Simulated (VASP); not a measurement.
# CsBe3 (Pm-3m) in VASP: further runs

CsBe3 is run at these levels: PBE; tasks: single point, relaxation of cell and atoms.

All numbers are computed with VASP 6.6.1; they aren't measurements. Logs are shortened: lines on timing, memory, paths and dates and some standing lists are left out, and cuts for length are marked.

### Step 1. The cell of the first run

It takes space group Pm-3m (No. 221, cubic). The conventional cell has a = 4.633 Å, b = 4.633 Å, c = 4.633 Å, α = 90.00°, β = 90.00°, γ = 90.00°. Within 4.3 Å of Cs (site symmetry m-3m) lie 12 Be at 3.28 Å. Within 4.3 Å of Be (site symmetry 4/mmm) lie 4 Cs at 3.28 Å and 8 Be at 3.28 Å.

### Step 2. Single point, PBE

Contents of INCAR:

```
ALGO = Normal ; EDIFF = 1E-7
ENCUT = 520 ; GGA = PE
ISIF = 2 ; ISMEAR = 0
LASPH = T ; LCHARG = F
LREAL = F ; LWAVE = F
NBANDS = 16 ; NELM = 80
PREC = Accurate ; SIGMA = 0.1
```

Contents of KPOINTS:

```
k-points
0
Gamma
  10 10 10
```

Contents of POSCAR:

```
CsBe3
1.0
    4.6325579591      0.0000000000      0.0000000000
    0.0000000000      4.6325579591      0.0000000000
    0.0000000000      0.0000000000      4.6325579591
Cs Be
1 3
Direct
    0.0000000000      0.0000000000      0.0000000000
    0.0000000000      0.5000000000      0.5000000000
    0.5000000000      0.0000000000      0.5000000000
    0.5000000000      0.5000000000      0.0000000000
```

Potentials or basis: VASP PAW PBE potentials, release 64 (Cs_sv, Be).

The run is started by

```bash
$ cat potpaw_PBE.64/Cs_sv/POTCAR potpaw_PBE.64/Be/POTCAR > POTCAR
$ mpirun -np 1 vasp_std > vasp.out
```

OUTCAR:

```text
EDIFF = 1E-7
   ENCUT = 520
   GGA = PE
   ISIF = 2
   ISMEAR = 0
   LASPH = T
   LREAL = F
   NELM = 80
   PREC = Accurate

 ion  position               nearest neighbor table
   1  0.000  0.000  0.000-
   2  0.000  0.500  0.500-
   3  0.500  0.000  0.500-
   4  0.500  0.500  0.000-

  LATTYP: Found a simple cubic cell.
 ALAT       =     4.6325579591

  Lattice vectors:

 A1 = (   4.6325579591,   0.0000000000,   0.0000000000)
 A2 = (   0.0000000000,   4.6325579591,   0.0000000000)
 A3 = (   0.0000000000,   0.0000000000,   4.6325579591)

Analysis of symmetry for initial positions (statically):
=====================================================================
 Subroutine PRICEL returns:
 Original cell was already a primitive cell.

 Routine SETGRP: Setting up the symmetry group for a
 simple cubic supercell.

 Subroutine GETGRP returns: Found 48 space group operations
 (whereof 48 operations were pure point group operations)
 out of a pool of 48 trial point group operations.

The static configuration has the point symmetry O_h .

Analysis of symmetry for dynamics (positions and initial velocities):
=====================================================================
 Subroutine PRICEL returns:
 Original cell was already a primitive cell.

 Routine SETGRP: Setting up the symmetry group for a
 simple cubic supercell.

 Subroutine GETGRP returns: Found 48 space group operations
 (whereof 48 operations were pure point group operations)
 out of a pool of 48 trial point group operations.

The dynamic configuration has the point symmetry O_h .

 Subroutine INISYM returns: Found 48 space group operations
 (whereof 48 operations are pure point group operations),
 and found     1 'primitive' translations

----------------------------------------------------------------------------------------

                                     Primitive cell

  volume of cell :      99.4174

  direct lattice vectors                    reciprocal lattice vectors
     4.632557959  0.000000000  0.000000000     0.215863462  0.000000000  0.000000000
     0.000000000  4.632557959  0.000000000     0.000000000  0.215863462  0.000000000
     0.000000000  0.000000000  4.632557959     0.000000000  0.000000000  0.215863462

  length of vectors
     4.632557959  4.632557959  4.632557959     0.215863462  0.215863462  0.215863462

  position of ions in fractional coordinates (direct lattice)
     0.000000000  0.000000000  0.000000000
     0.000000000  0.500000000  0.500000000
     0.500000000  0.000000000  0.500000000
     0.500000000  0.500000000  0.000000000

  ion indices of the primitive-cell ions
   primitive index   ion index
                 1           1
                 2           2
                 3           3
                 4           4

----------------------------------------------------------------------------------------

 KPOINTS: k-points

Automatic generation of k-mesh.
 Grid dimensions read from file:
 generate k-points for:   10   10   10

 Generating k-lattice:

  Cartesian coordinates                     Fractional coordinates (reciprocal lattice)
     0.021586346  0.000000000  0.000000000     0.100000000  0.000000000  0.000000000
     0.000000000  0.021586346  0.000000000     0.000000000  0.100000000  0.000000000
     0.000000000  0.000000000  0.021586346     0.000000000  0.000000000  0.100000000

  Length of vectors
     0.021586346  0.021586346  0.021586346

  Shift w.r.t. Gamma in fractional coordinates (k-lattice)
     0.000000000  0.000000000  0.000000000

 Subroutine IBZKPT returns following result:
 ===========================================

 Found     56 irreducible k-points:

 Following reciprocal coordinates:
            Coordinates               Weight
  0.000000  0.000000  0.000000      1.000000
  0.100000  0.000000  0.000000      6.000000
  0.200000  0.000000  0.000000      6.000000
  0.300000  0.000000  0.000000      6.000000
  0.400000  0.000000  0.000000      6.000000
  0.500000  0.000000  0.000000      3.000000
[... 16 lines left out ...]
  0.200000  0.100000  0.100000     24.000000
  0.300000  0.100000  0.100000     24.000000
 [... further k-points ...]
   k-points           NKPTS =     56   k-points in BZ     NKDIM =     56   number of bands    NBANDS=     16
   number of dos      NEDOS =    301   number of ions     NIONS =      4
   total plane-waves  NPLWV =  46656
   dimension x,y,z NGX =    36 NGY =   36 NGZ =   36
   dimension x,y,z NGXF=    72 NGYF=   72 NGZF=   72
   ions per type =               1   3
   NGX,Y,Z   is equivalent  to a cutoff of  12.92, 12.92, 12.92 a.u.
   NGXF,Y,Z  is equivalent  to a cutoff of  25.84, 25.84, 25.84 a.u.
 SYSTEM =  unknown system
   PREC   = accura    normal or accurate (medium, high low for compatibility)
   ISTART =      0    job   : 0-new  1-cont  2-samecut
   ICHARG =      2    charge: 1-file 2-atom 10-const
   ISPIN  =      1    spin polarized calculation?
   LNONCOLLINEAR =      F non collinear calculations
   LSORBIT =      F    spin-orbit coupling
   LASPH  =      T    aspherical Exc in radial PAW
   ENCUT  =  520.0 eV  38.22 Ry    6.18 a.u.   8.61  8.61  8.61*2*pi/ulx,y,z
   NELM   =     80;   NELMIN=  2; NELMDL= -5     # of ELM steps
   EDIFF  = 0.1E-06   stopping-criterion for ELM
   LREAL  =      F    real-space projection
   EDIFFG = 0.1E-05   stopping-criterion for IOM
   NSW    =      0    number of steps for IOM
   IBRION =     -1    ionic relax: 0-MD 1-quasi-New 2-CG
   NFREE  =      0    steps in history (QN), initial steepest desc. (CG)
   ISIF   =      2    stress and relaxation
   ISYM   =      2    0-nonsym 1-usesym 2-fastsym
   POTIM  = 0.5000    time-step for ionic-motion
   TEBEG  =    0.0;   TEEND  =   0.0 temperature during run
   PSTRESS=    0.0 pullay stress
   NELECT =      15.0000    total number of electrons
   NUPDOWN=      -1.0000    fix difference up-down
   EMIN   =  10.00;   EMAX   =-10.00  energy-range for DOS
   EFERMI =   0.00;   METHOD = LEGACY
   ISMEAR =     0;   SIGMA  =   0.10  broadening in eV -4-tet -1-fermi 0-gaus
   EFERMI_NEDOS =   21; number of points for ismear=-14 and -15
   IALGO  =     38    algorithm
   IMIX   =      4    mixing-type and parameters
     AMIX     =   0.40;   BMIX     =  1.00
     AMIX_MAG =   1.60;   BMIX_MAG =  1.00
  volume/ion in A,a.u.               =      24.85       167.73
  Fermi-wavevector in a.u.,A,eV,Ry     =   0.871534  1.646961 10.334600  0.759572
  Thomas-Fermi vector in A             =   1.990655
   LORBIT       =      0    0 simple, 1 ext, 2 COOP (PROOUT), +10 PAW based schemes
   GGA     = PE    functional components
   LHFCALC =     F    Hartree Fock is set to
   AEXX    =    0.0000 exact exchange contribution
   IVDW    =     0    specifies the selected vdW correction
   LEPSILON=     F    determine dielectric tensor
   LRPA    =     F    only Hartree local field effects (RPA)
 non-spin polarized calculation
 Gauss-broadening in eV      SIGMA  =   0.10
  energy-cutoff  :      520.00
  volume of cell :       99.42
 maximum number of plane-waves:      2721
 NGX is ok and might be reduce to    36
   NGX = 17   NGY = 17   NGZ = 17

 number of electron      15.0000002 magnetization

 Free energy of the ion-electron system (eV)
  ---------------------------------------------------
  ext. energy  EPLUGINS =         0.00000000
  ---------------------------------------------------
  free energy    TOTEN  =        -4.43520623 eV

  energy without entropy =       -4.42027212  energy(sigma->0) =       -4.42773917

 E-fermi :   2.0426     XC(G=0):  -8.3483

 val. band max:        2.0368189385   @ k =   0.3000   0.2000   0.1000
 cond. band min:       2.0533880296   @ k =   0.4000   0.3000   0.1000
 fundamental gap:      0.0165690911
 Fermi energy:         2.0425606031

 k-point     1 :       0.0000    0.0000    0.0000
  band No.  band energies     occupation
      1     -19.7139      2.00000
      2      -6.6708      2.00000
      3      -6.6708      2.00000
      4      -6.6708      2.00000
      5      -3.1210      2.00000
      6       1.4025      2.00000
[... 8 lines left out ...]
     15       7.2715      0.00000
     16       7.2715      0.00000

 k-point     2 :       0.1000    0.0000    0.0000
  band No.  band energies     occupation
      1     -19.7113      2.00000
      2      -6.7482      2.00000
      3      -6.6623      2.00000
      4      -6.6623      2.00000
      5      -3.0028      2.00000
      6       1.2257      2.00000
[... 8 lines left out ...]
     15       7.7820      0.00000
     16       7.7820      0.00000

 k-point     3 :       0.2000    0.0000    0.0000
  band No.  band energies     occupation
      1     -19.7046      2.00000
      2      -6.9340      2.00000
      3      -6.6398      2.00000
      4      -6.6398      2.00000
      5      -2.6873      2.00000
      6       0.7653      2.00000
[... 8 lines left out ...]
     15       7.8764      0.00000
     16       7.9147      0.00000

 k-point     4 :       0.3000    0.0000    0.0000
  band No.  band energies     occupation
      1     -19.6964      2.00000
      2      -7.1382      2.00000
      3      -6.6114      2.00000
      4      -6.6114      2.00000
      5      -2.2448      2.00000
      6       0.1618      2.00000
[... 8 lines left out ...]
     15       7.4698      0.00000
     16       7.4699      0.00000

 k-point     5 :       0.4000    0.0000    0.0000
  band No.  band energies     occupation
      1     -19.6896      2.00000
      2      -7.2880      2.00000
      3      -6.5881      2.00000
      4      -6.5881      2.00000
      5      -1.7268      2.00000
      6      -0.4749      2.00000
[... 8 lines left out ...]
     15       7.1128      0.00000
     16       7.1128      0.00000

 k-point     6 :       0.5000    0.0000    0.0000
  band No.  band energies     occupation
      1     -19.6870      2.00000
      2      -7.3422      2.00000
      3      -6.5791      2.00000
      4      -6.5791      2.00000
      5      -1.2729      2.00000
      6      -0.9719      2.00000
[... 8 lines left out ...]
     15       6.9732      0.00000
     16       6.9732      0.00000

 k-point     7 :       0.1000    0.1000    0.0000
  band No.  band energies     occupation
      1     -19.7088      2.00000
      2      -6.7529      2.00000
      3      -6.7243      2.00000
      4      -6.6539      2.00000
      5      -2.8881      2.00000
      6       1.2244      2.00000
[... 8 lines left out ...]
     15       7.7392      0.00000
     16       7.9400      0.00000

 k-point     8 :       0.2000    0.1000    0.0000
  band No.  band energies     occupation
      1     -19.7021      2.00000
      2      -6.9245      2.00000
      3      -6.7110      2.00000
      4      -6.6316      2.00000
      5      -2.5816      2.00000
      6       0.7979      2.00000
[... 8 lines left out ...]
     15       7.6993      0.00000
     16       7.8427      0.00000

 k-point     9 :       0.3000    0.1000    0.0000
  band No.  band energies     occupation
      1     -19.6938      2.00000
      2      -7.1258      2.00000
      3      -6.6806      2.00000
      4      -6.6036      2.00000
      5      -2.1520      2.00000
      6       0.1790      2.00000
[... 8 lines left out ...]
     15       7.2239      0.00000
     16       7.8081      0.00000
[... 172 lines left out ...]
 k-point    19 :       0.4000    0.4000    0.0000
  band No.  band energies     occupation
      1     -19.6658      2.00000
      2      -7.1574      2.00000
      3      -7.1374      2.00000
      4      -6.5151      2.00000
      5      -1.3871      2.00000
      6       0.0736      2.00000
[... 8 lines left out ...]
     15       6.8108      0.00000
     16       8.1160      0.00000

 k-point    20 :       0.5000    0.4000    0.0000
  band No.  band energies     occupation
      1     -19.6632      2.00000
      2      -7.1984      2.00000
      3      -7.1316      2.00000
      4      -6.5071      2.00000
      5      -1.4090      2.00000
      6       0.2269      2.00000
[... 8 lines left out ...]
     15       7.0460      0.00000
     16       8.1124      0.00000

 k-point    21 :       0.5000    0.5000    0.0000
  band No.  band energies     occupation
      1     -19.6607      2.00000
      2      -7.1822      2.00000
      3      -7.1822      2.00000
      4      -6.4993      2.00000
      5      -1.4658      2.00000
      6       0.7609      2.00000
[... 8 lines left out ...]
     15       7.1313      0.00000
     16       8.3626      0.00000

 k-point    22 :       0.1000    0.1000    0.1000
  band No.  band energies     occupation
      1     -19.7063      2.00000
      2      -6.7564      2.00000
      3      -6.7154      2.00000
      4      -6.7154      2.00000
      5      -2.7768      2.00000
      6       1.2529      2.00000
[... 8 lines left out ...]
     15       7.6614      0.00000
     16       7.8491      0.00000

 k-point    23 :       0.2000    0.1000    0.1000
  band No.  band energies     occupation
      1     -19.6996      2.00000
      2      -6.9151      2.00000
      3      -6.7120      2.00000
      4      -6.6921      2.00000
      5      -2.4798      2.00000
      6       0.8351      2.00000
[... 8 lines left out ...]
     15       7.8694      0.00000
     16       7.9572      0.00000

 k-point    24 :       0.3000    0.1000    0.1000
  band No.  band energies     occupation
      1     -19.6913      2.00000
      2      -7.1135      2.00000
      3      -6.6815      2.00000
      4      -6.6627      2.00000
      5      -2.0639      2.00000
      6       0.2097      2.00000
[... 8 lines left out ...]
     15       7.5478      0.00000
     16       7.7418      0.00000

 [... further k-points ...]

------------------------ aborting loop because EDIFF is reached ----------------------------------------

  FORCE on cell =-STRESS in cart. coord.  units (eV):
  Direction    XX          YY          ZZ          XY          YZ          ZX
  --------------------------------------------------------------------------------------
  -------------------------------------------------------------------------------------
  Total        0.0225750      0.0225750      0.0225750      0.0000000      0.0000000     -0.0000000
  in kB        0.3638116      0.3638116      0.3638116      0.0000000      0.0000000     -0.0000000
  external PRESSURE =       0.3638116 kB  Pullay stress =       0.0000000 kB

 VOLUME and BASIS-vectors are now :
 -----------------------------------------------------------------------------
  energy-cutoff  :      520.00
  volume of cell :       99.42
      direct lattice vectors                 reciprocal lattice vectors
     4.632557959  0.000000000  0.000000000     0.215863462  0.000000000  0.000000000
     0.000000000  4.632557959  0.000000000     0.000000000  0.215863462  0.000000000
     0.000000000  0.000000000  4.632557959     0.000000000  0.000000000  0.215863462

 POSITION                                       TOTAL-FORCE (eV/Angst)
 -----------------------------------------------------------------------------------
      0.00000      0.00000      0.00000         0.000000      0.000000      0.000000
      0.00000      2.31628      2.31628         0.000000      0.000000      0.000000
      2.31628      0.00000      2.31628         0.000000      0.000000      0.000000
      2.31628      2.31628      0.00000         0.000000      0.000000      0.000000
 -----------------------------------------------------------------------------------
    total drift:                                0.000000     -0.000000     -0.000000

  FREE ENERGIE OF THE ION-ELECTRON SYSTEM (eV)
  ---------------------------------------------------
  free  energy   TOTEN  =        -4.4352062270 eV

  energy  without entropy=       -4.4202721208  energy(sigma->0) =       -4.42773917
```

It took 48 s on 1 thread of Intel Xeon Platinum 8259CL at 2.50GHz (Skylake/Cascade Lake), shared host; peak memory 0.25 GiB.

Results:

```yaml
Free_energy: -4.4352 eV
Pressure: 0.0 GPa
Band_gap_on_the_k_mesh: zero (an odd number of electrons rules out a gap without spin polarisation)
```

Caveat: spin-orbit coupling is left out, which moves the levels of the heavy elements.

[end of part 1 of 2]
